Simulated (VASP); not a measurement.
The system is GaCo.

```xyz
4
Lattice="2.8780 0.0000 0.0000 0.0000 2.8780 0.0000 0.0000 0.0000 5.7560" Properties=species:S:1:pos:R:3 pbc="T T T"
Ga    1.4390    1.4390    1.4390
Ga    1.4390    1.4390    4.3170
Co    0.0000    0.0000    0.0000
Co    0.0000    0.0000    2.8780
```

Base run:

| Property | Result |
| --- | --- |
| Program | VASP 6.6.1 |
| Functional | PBE |
| Potentials or basis | VASP PAW PBE potentials, release 64 (Ga_d, Co) |
| Cutoff | 520 eV |
| k mesh | 10 × 10 × 5 |
| Occupations | gaussian, width 0.05 eV |
| Spin | no spin polarisation |

Its results: band gap on the k mesh zero (bands 22 and 23 overlap by 0.46 eV); pressure 0.8 GPa.

Task: The run is repeated on the same cell with these changes: spin from no spin polarisation to collinear spin, antiferromagnetic start; further incar settings from ALGO = Normal; EDIFF = 1e-06; NBANDS = 30 to ALGO = Normal; EDIFF = 1e-07; NBANDS = 34. What comes out?

Result: Band gap on the k mesh zero (filled and empty bands overlap); pressure 1.3 GPa; net moment 0.00 μB per cell; site moments Ga +0.00; Co +0.36, -0.36 μB.
